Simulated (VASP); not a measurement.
# Sn2O3 (Pn-3m) in VASP: further runs

Sn2O3 is run at these levels: PBE; tasks: single point.

Program: VASP 6.6.1. These are calculated values, not measurements. Logs are shortened: lines on timing, memory, paths and dates and some standing lists are left out, and cuts for length are marked.

### 1 The cell of the first run

Symmetry: Pn-3m, No. 224, cubic system. The conventional cell has a = 5.254 Å, b = 5.254 Å, c = 5.254 Å, α = 90.00°, β = 90.00°, γ = 90.00°. Within 3.0 Å of Sn (site symmetry -3m) lie 6 O at 2.27 Å. O (site symmetry -42m) has 4 Sn at 2.27 Å and 4 O at 2.63 Å within 3.0 Å.

### 2 Single point, PBE

Input file INCAR:

```
SYSTEM = Sn2O3
PREC     = Accurate       ! precision mode
ENCUT    = 520            ! plane-wave cutoff, eV
EDIFF    = 1E-6           ! SCF threshold, eV
ISMEAR   = -1             ! smearing method
SIGMA    = 0.06122561905347299 ! smearing width, eV
LREAL    = .FALSE.        ! projectors in reciprocal space
LASPH    = .TRUE.         ! aspherical terms in the spheres
NELM     = 100            ! most SCF steps
ALGO     = Normal         ! electronic algorithm
ISIF     = 2              ! what is computed and relaxed
LWAVE    = .FALSE.        ! write WAVECAR
LCHARG   = .TRUE.         ! write CHGCAR
GGA      = PE             ! functional
LELF     = .TRUE.         ! ELF
LVHAR    = .TRUE.       
NBANDS   = 57             ! bands
```

Input file KPOINTS:

```
Automatic mesh
0
G
  11 11 11
  0 0 0
```

Input file POSCAR:

```
Sn2O3
1.0
    5.2535526126      0.0000000000      0.0000000000
    0.0000000000      5.2535526126      0.0000000000
    0.0000000000      0.0000000000      5.2535526126
Sn O
4 6
Direct
    0.2500000000      0.2500000000      0.2500000000
    0.7500000000      0.7500000000      0.2500000000
    0.7500000000      0.2500000000      0.7500000000
    0.2500000000      0.7500000000      0.7500000000
    0.5000000000      0.0000000000      0.0000000000
    0.0000000000      0.5000000000      0.0000000000
    0.0000000000      0.0000000000      0.5000000000
    0.5000000000      0.5000000000      0.0000000000
    0.5000000000      0.0000000000      0.5000000000
    0.0000000000      0.5000000000      0.5000000000
```

Potentials or basis: VASP PAW PBE potentials, release 64 (Sn_d, O).

Started as:

```
$ cat potpaw_PBE.64/Sn_d/POTCAR potpaw_PBE.64/O/POTCAR > POTCAR
$ mpirun -np 1 vasp_std > vasp.out
```

OUTCAR:

```text
SYSTEM = Sn2O3
   PREC = Accurate
   ENCUT = 520
   EDIFF = 1E-6
   ISMEAR = -1
   LREAL = .FALSE.
   LASPH = .TRUE.
   NELM = 100
   ISIF = 2
   GGA = PE

 ion  position               nearest neighbor table
   1  0.250  0.250  0.250-   5 2.27   6 2.27   7 2.27   8 2.27   9 2.27  10 2.27   2 3.71   3 3.71
                             4 3.71   3 3.71   4 3.71   2 3.71   4 3.71   4 3.71   2 3.71   3 3.71
   2  0.750  0.750  0.250-   5 2.27   6 2.27   7 2.27   8 2.27   9 2.27  10 2.27   1 3.71   3 3.71
                             4 3.71   3 3.71   4 3.71   1 3.71   3 3.71   3 3.71   1 3.71   4 3.71
   3  0.750  0.250  0.750-   5 2.27   6 2.27   7 2.27   8 2.27   9 2.27  10 2.27   1 3.71   2 3.71
                             4 3.71   1 3.71   2 3.71   2 3.71   4 3.71   2 3.71   1 3.71   4 3.71
   4  0.250  0.750  0.750-   5 2.27   6 2.27   7 2.27   8 2.27   9 2.27  10 2.27   1 3.71   2 3.71
                             3 3.71   1 3.71   2 3.71   1 3.71   3 3.71   1 3.71   2 3.71   3 3.71
   5  0.500  0.000  0.000-   1 2.27   2 2.27   3 2.27   4 2.27
   6  0.000  0.500  0.000-   1 2.27   2 2.27   3 2.27   4 2.27
   7  0.000  0.000  0.500-   1 2.27   2 2.27   3 2.27   4 2.27
   8  0.500  0.500  0.000-   1 2.27   2 2.27   3 2.27   4 2.27
   9  0.500  0.000  0.500-   1 2.27   2 2.27   3 2.27   4 2.27
  10  0.000  0.500  0.500-   1 2.27   2 2.27   3 2.27   4 2.27

  LATTYP: Found a simple cubic cell.
 ALAT       =     5.2535526126

  Lattice vectors:

 A1 = (   5.2535526126,   0.0000000000,   0.0000000000)
 A2 = (   0.0000000000,   5.2535526126,   0.0000000000)
 A3 = (   0.0000000000,   0.0000000000,   5.2535526126)

Analysis of symmetry for initial positions (statically):
=====================================================================
 Subroutine PRICEL returns:
 Original cell was already a primitive cell.

 Routine SETGRP: Setting up the symmetry group for a
 simple cubic supercell.

 Subroutine GETGRP returns: Found 48 space group operations
 (whereof 24 operations were pure point group operations)
 out of a pool of 48 trial point group operations.

The static configuration has the point symmetry T_d .
 The point group associated with its full space group is O_h .

Analysis of symmetry for dynamics (positions and initial velocities):
=====================================================================
 Subroutine PRICEL returns:
 Original cell was already a primitive cell.

 Routine SETGRP: Setting up the symmetry group for a
 simple cubic supercell.

 Subroutine GETGRP returns: Found 48 space group operations
 (whereof 24 operations were pure point group operations)
 out of a pool of 48 trial point group operations.

The dynamic configuration has the point symmetry T_d .
 The point group associated with its full space group is O_h .

 Subroutine INISYM returns: Found 48 space group operations
 (whereof 24 operations are pure point group operations),
 and found     1 'primitive' translations

----------------------------------------------------------------------------------------

                                     Primitive cell

  volume of cell :     144.9971

  direct lattice vectors                    reciprocal lattice vectors
     5.253552613  0.000000000  0.000000000     0.190347385  0.000000000  0.000000000
     0.000000000  5.253552613  0.000000000     0.000000000  0.190347385  0.000000000
     0.000000000  0.000000000  5.253552613     0.000000000  0.000000000  0.190347385

  length of vectors
     5.253552613  5.253552613  5.253552613     0.190347385  0.190347385  0.190347385

  position of ions in fractional coordinates (direct lattice)
     0.250000000  0.250000000  0.250000000
     0.750000000  0.750000000  0.250000000
     0.750000000  0.250000000  0.750000000
     0.250000000  0.750000000  0.750000000
     0.500000000  0.000000000  0.000000000
     0.000000000  0.500000000  0.000000000
     0.000000000  0.000000000  0.500000000
     0.500000000  0.500000000  0.000000000
     0.500000000  0.000000000  0.500000000
     0.000000000  0.500000000  0.500000000

  ion indices of the primitive-cell ions
   primitive index   ion index
                 1           1
                 2           2
                 3           3
                 4           4
                 5           5
                 6           6
                 7           7
                 8           8
                 9           9
                10          10

----------------------------------------------------------------------------------------

 KPOINTS: Automatic mesh

Automatic generation of k-mesh.
 Grid dimensions read from file:
 generate k-points for:   11   11   11

 Generating k-lattice:

  Cartesian coordinates                     Fractional coordinates (reciprocal lattice)
     0.017304308  0.000000000  0.000000000     0.090909091  0.000000000  0.000000000
     0.000000000  0.017304308  0.000000000     0.000000000  0.090909091  0.000000000
     0.000000000  0.000000000  0.017304308     0.000000000  0.000000000  0.090909091

  Length of vectors
     0.017304308  0.017304308  0.017304308

  Shift w.r.t. Gamma in fractional coordinates (k-lattice)
     0.000000000  0.000000000  0.000000000

 Subroutine IBZKPT returns following result:
 ===========================================

 Found     56 irreducible k-points:

 Following reciprocal coordinates:
            Coordinates               Weight
  0.000000  0.000000  0.000000      1.000000
  0.090909  0.000000  0.000000      6.000000
  0.181818  0.000000  0.000000      6.000000
  0.272727  0.000000  0.000000      6.000000
  0.363636  0.000000  0.000000      6.000000
  0.454545  0.000000  0.000000      6.000000
[... 16 lines left out ...]
  0.181818  0.090909  0.090909     24.000000
  0.272727  0.090909  0.090909     24.000000
 [... further k-points ...]
   k-points           NKPTS =     56   k-points in BZ     NKDIM =     56   number of bands    NBANDS=     57
   number of dos      NEDOS =    301   number of ions     NIONS =     10
   total plane-waves  NPLWV =  64000
   dimension x,y,z NGX =    40 NGY =   40 NGZ =   40
   dimension x,y,z NGXF=    80 NGYF=   80 NGZF=   80
   ions per type =               4   6
   NGX,Y,Z   is equivalent  to a cutoff of  12.66, 12.66, 12.66 a.u.
   NGXF,Y,Z  is equivalent  to a cutoff of  25.32, 25.32, 25.32 a.u.
 SYSTEM =  Sn2O3
   PREC   = accura    normal or accurate (medium, high low for compatibility)
   ISTART =      0    job   : 0-new  1-cont  2-samecut
   ICHARG =      2    charge: 1-file 2-atom 10-const
   ISPIN  =      1    spin polarized calculation?
   LNONCOLLINEAR =      F non collinear calculations
   LSORBIT =      F    spin-orbit coupling
   LASPH  =      T    aspherical Exc in radial PAW
   ENCUT  =  520.0 eV  38.22 Ry    6.18 a.u.   9.77  9.77  9.77*2*pi/ulx,y,z
   NELM   =    100;   NELMIN=  2; NELMDL= -5     # of ELM steps
   EDIFF  = 0.1E-05   stopping-criterion for ELM
   LREAL  =      F    real-space projection
   EDIFFG = 0.1E-04   stopping-criterion for IOM
   NSW    =      0    number of steps for IOM
   IBRION =     -1    ionic relax: 0-MD 1-quasi-New 2-CG
   NFREE  =      0    steps in history (QN), initial steepest desc. (CG)
   ISIF   =      2    stress and relaxation
   ISYM   =      2    0-nonsym 1-usesym 2-fastsym
   POTIM  = 0.5000    time-step for ionic-motion
   TEBEG  =    0.0;   TEEND  =   0.0 temperature during run
   PSTRESS=    0.0 pullay stress
   NELECT =      92.0000    total number of electrons
   NUPDOWN=      -1.0000    fix difference up-down
   EMIN   =  10.00;   EMAX   =-10.00  energy-range for DOS
   EFERMI =   0.00;   METHOD = LEGACY
   ISMEAR =    -1;   SIGMA  =   0.06  broadening in eV -4-tet -1-fermi 0-gaus
   EFERMI_NEDOS =   21; number of points for ismear=-14 and -15
   IALGO  =     38    algorithm
   IMIX   =      4    mixing-type and parameters
     AMIX     =   0.40;   BMIX     =  1.00
     AMIX_MAG =   1.60;   BMIX_MAG =  1.00
  volume/ion in A,a.u.               =      14.50        97.85
  Fermi-wavevector in a.u.,A,eV,Ry     =   1.406752  2.658377 26.925284  1.978953
  Thomas-Fermi vector in A             =   2.529081
   LORBIT       =      0    0 simple, 1 ext, 2 COOP (PROOUT), +10 PAW based schemes
   GGA     = PE    functional components
[... 5 lines left out ...]
 non-spin polarized calculation
  energy-cutoff  :      520.00
  volume of cell :      145.00
 maximum number of plane-waves:      3923
 NGX is ok and might be reduce to    40
   NGX = 19   NGY = 19   NGZ = 19

 number of electron      91.9999962 magnetization

 Free energy of the ion-electron system (eV)
  ---------------------------------------------------
  ext. energy  EPLUGINS =         0.00000000
  ---------------------------------------------------
  free energy    TOTEN  =       -54.90901011 eV

  energy without entropy =      -54.86862336  energy(sigma->0) =      -54.88881674

 E-fermi :   7.9120     XC(G=0): -10.7650

 val. band max:        7.9073903279   @ k =   0.4545   0.3636   0.3636
 cond. band min:       7.9122893489   @ k =   0.3636   0.3636   0.1818
 fundamental gap:      0.0048990210
 Fermi energy:         7.9119983733

 k-point     1 :       0.0000    0.0000    0.0000
  band No.  band energies     occupation
      1     -14.8297      2.00000
      2     -14.8297      2.00000
      3     -14.6466      2.00000
      4     -14.4441      2.00000
      5     -14.4441      2.00000
      6     -14.4441      2.00000
[... 49 lines left out ...]
     56      13.6143      0.00000
     57      13.6672      0.00000

 k-point     2 :       0.0909    0.0000    0.0000
  band No.  band energies     occupation
      1     -14.8218      2.00000
      2     -14.8217      2.00000
      3     -14.6414      2.00000
      4     -14.4491      2.00000
      5     -14.4425      2.00000
      6     -14.4425      2.00000
[... 49 lines left out ...]
     56      13.6481      0.00000
     57      13.6751      0.00000

 k-point     3 :       0.1818    0.0000    0.0000
  band No.  band energies     occupation
      1     -14.7985      2.00000
      2     -14.7983      2.00000
      3     -14.6262      2.00000
      4     -14.4652      2.00000
      5     -14.4379      2.00000
      6     -14.4379      2.00000
[... 1194 lines left out ...]
      1     -14.7848      2.00000
      2     -14.7847      2.00000
      3     -14.6187      2.00000
      4     -14.4713      2.00000
      5     -14.4386      2.00000
      6     -14.4372      2.00000
[... 49 lines left out ...]
     56      13.7271      0.00000
     57      13.7934      0.00000

 k-point    24 :       0.2727    0.0909    0.0909
  band No.  band energies     occupation
      1     -14.7496      2.00000
      2     -14.7490      2.00000
      3     -14.5981      2.00000
      4     -14.4989      2.00000
      5     -14.4465      2.00000
      6     -14.4413      2.00000
[... 49 lines left out ...]
     56      13.9705      0.00000
     57      14.0404      0.00000

 [... further k-points ...]

------------------------ aborting loop because EDIFF is reached ----------------------------------------

  FORCE on cell =-STRESS in cart. coord.  units (eV):
  Direction    XX          YY          ZZ          XY          YZ          ZX
  --------------------------------------------------------------------------------------
  -------------------------------------------------------------------------------------
  Total        0.2186423      0.2186423      0.2186423      0.0000000     -0.0000000      0.0000000
  in kB        2.4159364      2.4159364      2.4159364      0.0000000     -0.0000000      0.0000000
  external PRESSURE =       2.4159364 kB  Pullay stress =       0.0000000 kB

 VOLUME and BASIS-vectors are now :
 -----------------------------------------------------------------------------
  energy-cutoff  :      520.00
  volume of cell :      145.00
      direct lattice vectors                 reciprocal lattice vectors
     5.253552613  0.000000000  0.000000000     0.190347385  0.000000000  0.000000000
     0.000000000  5.253552613  0.000000000     0.000000000  0.190347385  0.000000000
     0.000000000  0.000000000  5.253552613     0.000000000  0.000000000  0.190347385

 POSITION                                       TOTAL-FORCE (eV/Angst)
 -----------------------------------------------------------------------------------
      1.31339      1.31339      1.31339        -0.000000      0.000000      0.000000
      3.94016      3.94016      1.31339         0.000000     -0.000000      0.000000
      3.94016      1.31339      3.94016        -0.000000     -0.000000      0.000000
      1.31339      3.94016      3.94016        -0.000000      0.000000     -0.000000
      2.62678      0.00000      0.00000         0.000000     -0.000000      0.000000
      0.00000      2.62678      0.00000         0.000000     -0.000000     -0.000000
      0.00000      0.00000      2.62678         0.000000     -0.000000     -0.000000
      2.62678      2.62678      0.00000         0.000000     -0.000000      0.000000
      2.62678      0.00000      2.62678         0.000000     -0.000000     -0.000000
      0.00000      2.62678      2.62678         0.000000     -0.000000     -0.000000
 -----------------------------------------------------------------------------------
    total drift:                               -0.000000      0.000000     -0.000000

  FREE ENERGIE OF THE ION-ELECTRON SYSTEM (eV)
  ---------------------------------------------------
  free  energy   TOTEN  =       -54.9090101064 eV

  energy  without entropy=      -54.8686233645  energy(sigma->0) =      -54.88881674
```

It took 14 min on 1 thread of Intel Xeon 8259CL, shared host; peak memory 0.45 GiB.

What came out:

```
Free energy            : -54.9090 eV
Pressure               : 0.2 GPa
Band gap on the k mesh : zero (bands 46 and 47 overlap by 0.28 eV)
```

Levels at points of the mesh, in eV from the Fermi level:
| k point | band 42 | band 43 | band 44 | band 45 | band 46 | band 47 | band 48 | band 49 | band 50 | band 51 |
| --- | --- | --- | --- | --- | --- | --- | --- | --- | --- | --- |
| (0.00, 0.00, 0.00) | -2.72 | -2.24 | -2.24 | -2.24 | -2.13 | 0.36 | 0.36 | 0.36 | 4.33 | 4.33 |

Caveat: semilocal functionals underestimate gaps, and a narrow one can read as zero; spin-orbit coupling is left out, which moves the levels of the heavy elements.

[end of part 1 of 3]

The gap in the log of VASP goes by the Fermi energy; the results here count the filled bands.